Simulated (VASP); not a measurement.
TiSe:

```
Ti Se
1.0
     3.55900    0.00000    0.00000
    -1.77950    3.08218    0.00000
     0.00000    0.00000    6.22000
Ti Se
2 2
Direct
  0.00000 0.00000 0.00000
  0.00000 0.00000 0.50000
  0.33333 0.66667 0.25000
  0.66667 0.33333 0.75000
```

| Item | Value |
| --- | --- |
| Program | VASP 6.6.1 |
| Task | relaxation of cell and atoms |
| Functional | LDA |
| Potentials or basis | VASP PAW LDA potentials, release 64 (Ti_sv, Se) |
| Cutoff | 600 eV |
| k mesh | 9 × 9 × 4 |
| Occupations | fermi-dirac, width 0.1 eV |
| Spin | no spin polarisation |

At the start: pressure -3.4 GPa; volume 17.06 Å³/atom.

Problem. Where does the relaxation end?

Solution. Over 12 steps the energy falls by 62.0 meV/atom and the volume is 16.16 Å³/atom (-5.3 %); space group P6_3/mmc (No. 194, to 0.1 Å) before and after.

Step by step:
```csv
step,energy change (eV),largest force (eV/Å),pressure (GPa),volume (Å³)
1,0.0000,0.0000,-3.42,68.23
2,-0.1270,0.0000,2.25,64.65
3,-0.1386,0.0000,5.12,63.22
4,-0.2052,0.0000,4.09,63.22
5,-0.2228,0.0000,2.70,63.08
6,-0.2342,0.0000,3.15,63.15
7,-0.2475,0.0000,0.56,64.34
8,-0.2479,0.0000,0.12,64.57
9,-0.2479,0.0000,0.09,64.60
10,-0.2479,0.0000,0.04,64.63
11,-0.2480,0.0000,-0.01,64.63
12,-0.2480,0.0000,-0.07,64.63
```

Final structure:
```yaml
crystal:
  lattice:
    - [3.34404, 0.00000, 0.00000]
    - [-1.67202, 2.89602, 0.00000]
    - [0.00000, 0.00000, 6.67398]
  atoms:
    - { symbol: Ti, position: [0.00000, 0.00000, 0.00000] }
    - { symbol: Ti, position: [0.00000, 0.00000, 0.50000] }
    - { symbol: Se, position: [0.33333, 0.66667, 0.25000] }
    - { symbol: Se, position: [0.66667, 0.33333, 0.75000] }
```
